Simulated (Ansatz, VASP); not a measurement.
# Two plane-wave programs on SrTlBr3

```
CELL_PARAMETERS angstrom
5.90340 0.00000 0.00000
0.00000 5.90340 0.00000
0.00000 0.00000 5.90340
ATOMIC_POSITIONS crystal
Tl 0.00000 0.00000 0.00000
Sr 0.50000 0.50000 0.50000
Br 0.50000 0.50000 0.00000
Br 0.50000 0.00000 0.50000
Br 0.00000 0.50000 0.50000
```

Alike in both runs: task single point; functional r2SCAN; k mesh 4 × 4 × 4; no spin polarisation.

|  | VASP | Ansatz |
| --- | --- | --- |
| version | VASP 6.6.1 | Ansatz 0.2.0 |
| potentials or method | VASP PAW PBE potentials, release 64 (Tl_d, Sr_sv, Br) | plane waves, PAW |
| plane-wave cutoff (eV) | 520 | 500 |
| occupations | gaussian, width 0.01 eV | fixed |
| valence electrons in the cell | 44 | 44 |

|  | VASP | Ansatz | Ansatz less VASP |
| --- | --- | --- | --- |
| gap on the k mesh at the Fermi level (eV) | 3.61 | 3.62 | +0.002 |
| pressure (GPa) | 0.1 | 0.0 | -0.04 |

VASP's potentials were made for PBE, not for r2SCAN.

Spin-orbit coupling is off throughout.
